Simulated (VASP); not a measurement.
Input of a VASP 6.6.1 run:

The input INCAR:

```
  PREC = Accurate
  ENCUT = 520
  EDIFF = 1E-6
  ISMEAR = -1
  SIGMA = 0.05
  LREAL = F
  LASPH = T
  NELM = 80
  ALGO = Fast
  ISIF = 2
  LWAVE = F
  LCHARG = F
  GGA = PS
  IVDW = 12
  NBANDS = 9
```

Contents of KPOINTS:

```
Automatic mesh
0
Gamma
  13 13 8
```

POSCAR

```
Be
1.0
    2.2249814127      0.0000000000      0.0000000000
   -1.1124907064      1.9268904264      0.0000000000
    0.0000000000      0.0000000000      3.4948994320
Be
2
Direct
    0.6666666667      0.3333333333      0.7500000000
    0.3333333333      0.6666666667      0.2500000000
```

Potentials or basis: VASP PAW PBE potentials, release 64 (Be).

The run is started by

```console
$ cat potpaw_PBE.64/Be/POTCAR > POTCAR
$ mpirun -np 1 vasp_std > vasp.out
```

Q: What does it give for the band gap on the k mesh?

A: Zero (band 2 reaches 8.57 eV, above the bottom of band 3 at 6.92 eV).

Q: What does it give for the dispersion energy per atom?

A: -0.286 eV.

Stress tensor (GPa, compression positive):
```
0.39 0.00 0.00
0.00 0.39 0.00
0.00 0.00 0.46
```

Caveat: the PAW data sets were made with another functional, which shifts forces and pressure a little; pairwise dispersion overbinds metals, which lowers pressure and volume.
